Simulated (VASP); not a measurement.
# TiO2 (Pmma) in VASP: single point with PBEsol

Aim: the single point of TiO2 with PBEsol.

Everything below comes from runs of VASP 6.6.1. Logs are shortened: lines on timing, memory, paths and dates and some standing lists are left out, and cuts for length are marked.

## 1. The cell of the first run

Symmetry: Pmma, No. 51, orthorhombic system. Conventional cell: a = 3.771 Å, b = 3.771 Å, c = 9.396 Å, α = 90.00°, β = 90.00°, γ = 90.00°. Within 2.4 Å of Ti (site symmetry mm2) lie 6 O at 1.83 to 1.98 Å. Within 2.6 Å of Ti (site symmetry mm2) lie 6 O at 1.93 to 1.98 Å. O (site symmetry mm2) has 3 Ti at 1.93 to 1.98 Å and 2 O at 2.46 Å within 2.6 Å. O (site symmetry mm2) has 3 Ti at 1.83 to 1.93 Å and 2 O at 2.36 Å within 2.4 Å. Within 2.6 Å of O (site symmetry mm2) lie 3 Ti at 1.93 to 1.98 Å and 2 O at 2.46 Å. Within 2.6 Å of O (site symmetry mm2) lie 3 Ti at 1.93 to 1.98 Å and 2 O at 2.46 Å.

## 2. Single point, PBEsol (the distance across one plane changed)

INCAR reads:

```
PREC = Accurate
ENCUT = 520
EDIFF = 1E-7
ISMEAR = 0
SIGMA = 0.05
LREAL = False
LASPH = True
NELM = 60
ALGO = Normal
ISIF = 2
LWAVE = False
LCHARG = False
GGA = PS
NBANDS = 60
```

KPOINTS reads:

```
Automatic mesh
0
Gamma
  7 7 3
```

POSCAR reads:

```
TiO2
1.0
   -3.7706690430      0.0000000000      0.0000000000
    0.0000000000     -3.7706690430      0.0000000000
    0.0000000000      0.0000000000      9.3963353711
Ti O
4 8
Direct
    0.0000000000      0.0000000000      0.8889682115
    0.5000000000      0.5000000000      0.3809863764
    0.5000000000      0.0000000000      0.6349772939
    0.0000000000      0.5000000000      0.1269954588
    0.5000000000      0.5000000000      0.5919204147
    1.0000000000      1.0000000000      0.0839385795
    0.5000000000      0.0000000000      0.8459113322
    1.0000000000      0.5000000000      0.3379294971
    0.5000000000      0.0000000000      0.4240432556
    0.0000000000      0.5000000000      0.9320250908
    0.0000000000      0.0000000000      0.6780341732
    0.5000000000      0.5000000000      0.1700523381
```

Potentials or basis: VASP PAW PBE potentials, release 64 (Ti_sv, O).

Command:

```
$ cat potpaw_PBE.64/Ti_sv/POTCAR potpaw_PBE.64/O/POTCAR > POTCAR
$ mpirun -np 1 vasp_std > vasp.out
```

OUTCAR:

```text
PREC = Accurate
   ENCUT = 520
   EDIFF = 1E-7
   ISMEAR = 0
   LREAL = False
   LASPH = True
   NELM = 60
   ISIF = 2
   GGA = PS

 ion  position               nearest neighbor table
   1  0.000  0.000  0.889-   6 1.83   7 1.93   7 1.93  10 1.93  10 1.93  11 1.98
   2  0.500  0.500  0.381-   9 1.93   9 1.93   8 1.93   8 1.93   5 1.98  12 1.98
   3  0.500  0.000  0.635-   5 1.93   5 1.93  11 1.93  11 1.93   9 1.98   7 1.98
   4  0.000  0.500  0.127-  10 1.83  12 1.93  12 1.93   6 1.93   6 1.93   8 1.98
   5  0.500  0.500  0.592-   3 1.93   3 1.93   2 1.98
   6  0.000  0.000  0.084-   1 1.83   4 1.93   4 1.93
   7  0.500  0.000  0.846-   1 1.93   1 1.93   3 1.98
   8  0.000  0.500  0.338-   2 1.93   2 1.93   4 1.98
   9  0.500  0.000  0.424-   2 1.93   2 1.93   3 1.98
  10  0.000  0.500  0.932-   4 1.83   1 1.93   1 1.93
  11  0.000  0.000  0.678-   3 1.93   3 1.93   1 1.98
  12  0.500  0.500  0.170-   4 1.93   4 1.93   2 1.98

  LATTYP: Found a simple tetragonal cell.
 ALAT       =     3.7706690430
 C/A-ratio  =     2.4919544155

  Lattice vectors:

 A1 = (  -3.7706690430,   0.0000000000,   0.0000000000)
 A2 = (   0.0000000000,  -3.7706690430,   0.0000000000)
 A3 = (   0.0000000000,   0.0000000000,   9.3963353711)

Analysis of symmetry for initial positions (statically):
=====================================================================
 Subroutine PRICEL returns:
 Original cell was already a primitive cell.

 Routine SETGRP: Setting up the symmetry group for a
 simple tetragonal supercell.

 Subroutine GETGRP returns: Found  8 space group operations
 (whereof  4 operations were pure point group operations)
 out of a pool of 16 trial point group operations.

The static configuration has the point symmetry C_2v.
 The point group associated with its full space group is D_2h.

Analysis of symmetry for dynamics (positions and initial velocities):
=====================================================================
 Subroutine PRICEL returns:
 Original cell was already a primitive cell.

 Routine SETGRP: Setting up the symmetry group for a
 simple tetragonal supercell.

 Subroutine GETGRP returns: Found  8 space group operations
 (whereof  4 operations were pure point group operations)
 out of a pool of 16 trial point group operations.
[... 129 lines left out ...]
   ISYM   =      2    0-nonsym 1-usesym 2-fastsym
   POTIM  = 0.5000    time-step for ionic-motion
   TEBEG  =    0.0;   TEEND  =   0.0 temperature during run
   PSTRESS=    0.0 pullay stress
   NELECT =      96.0000    total number of electrons
   NUPDOWN=      -1.0000    fix difference up-down
   EMIN   =  10.00;   EMAX   =-10.00  energy-range for DOS
   EFERMI =   0.00;   METHOD = LEGACY
   ISMEAR =     0;   SIGMA  =   0.05  broadening in eV -4-tet -1-fermi 0-gaus
   EFERMI_NEDOS =   21; number of points for ismear=-14 and -15
   IALGO  =     38    algorithm
   IMIX   =      4    mixing-type and parameters
     AMIX     =   0.40;   BMIX     =  1.00
     AMIX_MAG =   1.60;   BMIX_MAG =  1.00
  volume/ion in A,a.u.               =      11.13        75.13
  Fermi-wavevector in a.u.,A,eV,Ry     =   1.466336  2.770973 29.254443  2.150141
  Thomas-Fermi vector in A             =   2.582086
   LORBIT       =      0    0 simple, 1 ext, 2 COOP (PROOUT), +10 PAW based schemes
   GGA     = PS    functional components
   LHFCALC =     F    Hartree Fock is set to
   AEXX    =    0.0000 exact exchange contribution
   IVDW    =     0    specifies the selected vdW correction
   LEPSILON=     F    determine dielectric tensor
   LRPA    =     F    only Hartree local field effects (RPA)
 non-spin polarized calculation
 Gauss-broadening in eV      SIGMA  =   0.05
  energy-cutoff  :      520.00
  volume of cell :      133.60
 maximum number of plane-waves:      3619
   NGX = 15   NGY = 15   NGZ = 35

 number of electron      95.9999962 magnetization

 Free energy of the ion-electron system (eV)
  ---------------------------------------------------
  ext. energy  EPLUGINS =         0.00000000
  ---------------------------------------------------
  free energy    TOTEN  =      -112.16493963 eV

  energy without entropy =     -112.16493963  energy(sigma->0) =     -112.16493963

 E-fermi :   3.7294     XC(G=0): -11.1101

 val. band max:        3.5029046809   @ k =   0.4286   0.4286   0.0000
 cond. band min:       5.5262946726   @ k =   0.0000   0.0000   0.0000
 fundamental gap:      2.0233899917
 Fermi energy:         3.7293657865

 k-point     1 :       0.0000    0.0000    0.0000
  band No.  band energies     occupation
      1     -52.5812      2.00000
      2     -52.5445      2.00000
      3     -52.5360      2.00000
      4     -52.5045      2.00000
      5     -29.2633      2.00000
      6     -29.0202      2.00000
[... 1501 lines left out ...]
     59       7.4736      0.00000
     60       7.5889      0.00000

 [... further k-points ...]

------------------------ aborting loop because EDIFF is reached ----------------------------------------

  FORCE on cell =-STRESS in cart. coord.  units (eV):
  Direction    XX          YY          ZZ          XY          YZ          ZX
  --------------------------------------------------------------------------------------
  -------------------------------------------------------------------------------------
  Total        0.5668362      4.7559202      9.3236942      0.0000000      0.0000000      0.0000000
  in kB        6.7978689     57.0360978    111.8158230      0.0000000      0.0000000      0.0000000
  external PRESSURE =      58.5499299 kB  Pullay stress =       0.0000000 kB

 VOLUME and BASIS-vectors are now :
 -----------------------------------------------------------------------------
  energy-cutoff  :      520.00
  volume of cell :      133.60
      direct lattice vectors                 reciprocal lattice vectors
    -3.770669043  0.000000000  0.000000000    -0.265204925  0.000000000  0.000000000
     0.000000000 -3.770669043  0.000000000     0.000000000 -0.265204925  0.000000000
     0.000000000  0.000000000  9.396335371     0.000000000  0.000000000  0.106424469

 POSITION                                       TOTAL-FORCE (eV/Angst)
 -----------------------------------------------------------------------------------
      0.00000      0.00000      8.35304         0.000000      0.000000     -1.643195
     -1.88533     -1.88533      3.57988         0.000000      0.000000      0.095634
     -1.88533      0.00000      5.96646         0.000000      0.000000     -0.095634
      0.00000     -1.88533      1.19329         0.000000      0.000000      1.643195
     -1.88533     -1.88533      5.56188         0.000000      0.000000      0.057556
      0.00000      0.00000      0.78872         0.000000      0.000000      1.973477
     -1.88533      0.00000      7.94847         0.000000      0.000000      0.061044
      0.00000     -1.88533      3.17530         0.000000      0.000000      0.293429
     -1.88533      0.00000      3.98445         0.000000      0.000000     -0.057556
      0.00000     -1.88533      8.75762         0.000000      0.000000     -1.973477
      0.00000      0.00000      6.37104         0.000000      0.000000     -0.293429
     -1.88533     -1.88533      1.59787         0.000000      0.000000     -0.061044
 -----------------------------------------------------------------------------------
    total drift:                               -0.000000     -0.000000      0.000015

  FREE ENERGIE OF THE ION-ELECTRON SYSTEM (eV)
  ---------------------------------------------------
  free  energy   TOTEN  =      -112.1649396328 eV

  energy  without entropy=     -112.1649396328  energy(sigma->0) =     -112.16493963
```

OSZICAR:

```text
N       E                     dE             d eps       ncg     rms          rms(c)
DAV:   1     0.151946374915E+04    0.15195E+04   -0.47672E+04  3840   0.189E+03
DAV:   2     0.173067727383E+03   -0.13464E+04   -0.12759E+04  3884   0.587E+02
DAV:   3    -0.120532514321E+03   -0.29360E+03   -0.28422E+03  4936   0.242E+02
DAV:   4    -0.143060795238E+03   -0.22528E+02   -0.22471E+02  5840   0.719E+01
DAV:   5    -0.144248202343E+03   -0.11874E+01   -0.11869E+01  5832   0.133E+01    0.472E+01
DAV:   6    -0.112765244950E+03    0.31483E+02   -0.18987E+02  5508   0.981E+01    0.173E+01
DAV:   7    -0.112473821186E+03    0.29142E+00   -0.28168E+01  5384   0.305E+01    0.123E+01
DAV:   8    -0.112703962987E+03   -0.23014E+00   -0.80886E+00  4876   0.212E+01    0.721E+00
DAV:   9    -0.112152859814E+03    0.55110E+00   -0.33247E+00  4928   0.134E+01    0.154E+00
DAV:  10    -0.112163316445E+03   -0.10457E-01   -0.15921E-01  5232   0.335E+00    0.106E+00
DAV:  11    -0.112166335233E+03   -0.30188E-02   -0.61095E-02  5352   0.178E+00    0.313E-01
DAV:  12    -0.112164819355E+03    0.15159E-02   -0.13054E-02  5288   0.637E-01    0.811E-02
DAV:  13    -0.112164983928E+03   -0.16457E-03   -0.11569E-03  5060   0.229E-01    0.980E-02
DAV:  14    -0.112164935785E+03    0.48143E-04   -0.30450E-04  5164   0.115E-01    0.171E-02
DAV:  15    -0.112164940925E+03   -0.51393E-05   -0.29844E-05  5272   0.391E-02    0.163E-02
DAV:  16    -0.112164940181E+03    0.74357E-06   -0.29106E-05  5376   0.331E-02    0.954E-03
DAV:  17    -0.112164939613E+03    0.56826E-06   -0.81966E-06  5032   0.205E-02    0.235E-03
DAV:  18    -0.112164939633E+03   -0.19943E-07   -0.56795E-07  3824   0.416E-03
   1 F= -.11216494E+03 E0= -.11216494E+03  d E =-.946422E-12
```

stdout:

```text
POSCAR found type information on POSCAR TiO
 POSCAR found :  2 types and      12 ions
 scaLAPACK will be used
 -----------------------------------------------------------------------------
|                                                                             |
|                                                                             |
|     You enforced a specific xc type in the INCAR file but a different       |
|     I HOPE YOU KNOW WHAT YOU ARE DOING!                                     |
|                                                                             |
 -----------------------------------------------------------------------------

 LDA part: xc-table for (Slater+PW92), standard interpolation
 POSCAR, INCAR and KPOINTS ok, starting setup
 FFT: planning ... GRIDC
 FFT: planning ... GRID_SOFT
 FFT: planning ... GRID
 WAVECAR not read
 entering main loop
```

Wall time 3.8 min (1 thread of Intel Xeon Platinum 8488C (Sapphire Rapids), shared host); peak memory 0.32 GiB.

What came out:

| Item | Value |
| --- | --- |
| Free energy | -112.1649 eV |
| Pressure | 5.9 GPa |
| Largest force | 1.973 eV/Å |
| Band gap on the k mesh | 2.02 eV |

Forces in eV/Å, atoms in the order of the input:
```
Ti   0.000  0.000 -1.643
Ti   0.000  0.000  0.096
Ti   0.000  0.000 -0.096
Ti   0.000  0.000  1.643
O    0.000  0.000  0.058
O    0.000  0.000  1.973
O    0.000  0.000  0.061
O    0.000  0.000  0.293
O    0.000  0.000 -0.058
O    0.000  0.000 -1.973
O    0.000  0.000 -0.293
O    0.000  0.000 -0.061
```

Levels at points of the mesh, in eV from the valence-band top:
| k point | band 44 | band 45 | band 46 | band 47 | band 48 | band 49 | band 50 | band 51 | band 52 | band 53 |
| --- | --- | --- | --- | --- | --- | --- | --- | --- | --- | --- |
| (0.00, 0.00, 0.00) | -0.73 | -0.64 | -0.49 | -0.15 | -0.13 | 2.02 | 2.42 | 2.48 | 2.87 | 3.78 |

Caveat: the cell differs from its parent crystal (the distance across one plane changed); the stress differs along the axes, from 1 to 11 GPa; the PAW data sets were made with another functional, which shifts forces and pressure a little. A k mesh can miss the band edges.
